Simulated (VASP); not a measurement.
Runs of VASP 6.6.1 on Rh. The structure is that of space group Fm-3m (No. 225), or close to it. The cells are those of the table. 

| task | cell | cutoff (eV) | gap on the mesh (eV) | pressure (GPa) |
| --- | --- | --- | --- | --- |
| single point | a = 2.662 Å, angles 60.0°, 1 atom | 520 | none | (a) |
| single point | a = 2.668 Å, angles 60.0°, 1 atom | 520 | none | 1.9 |
| relaxation of cell and atoms | relaxed to 1 GPa from a = 2.674 Å, angles 60.0°, 1 atom | 600 | none | 1.0 |
| relaxation of cell and atoms | relaxed to 2 GPa from a = 2.674 Å, angles 60.0°, 1 atom | 600 | none | 2.0 |
| single point | a = 2.646 Å, angles 60.0°, 1 atom | 520 | none | 9.9 |

Alike in all rows: level PBEsol; potentials or basis VASP PAW PBE potentials, release 64 (Rh_pv); no spin polarisation; k mesh 24 × 24 × 24; smearing fermi-dirac 0.1 eV.

Q: Estimate the missing entries.

A: (a) 3.9.

Caveats: the PAW data sets were made with another functional, which shifts forces and pressure a little; the cell stands under pressure (at least some runs); the cell is relaxed towards a set pressure, so the run minimises the enthalpy, not the energy (at least some runs).

A k mesh can miss the band edges, and the runs leave out spin-orbit coupling on Rh.

A gap of «none» marks levels without a gap at the run's occupations.
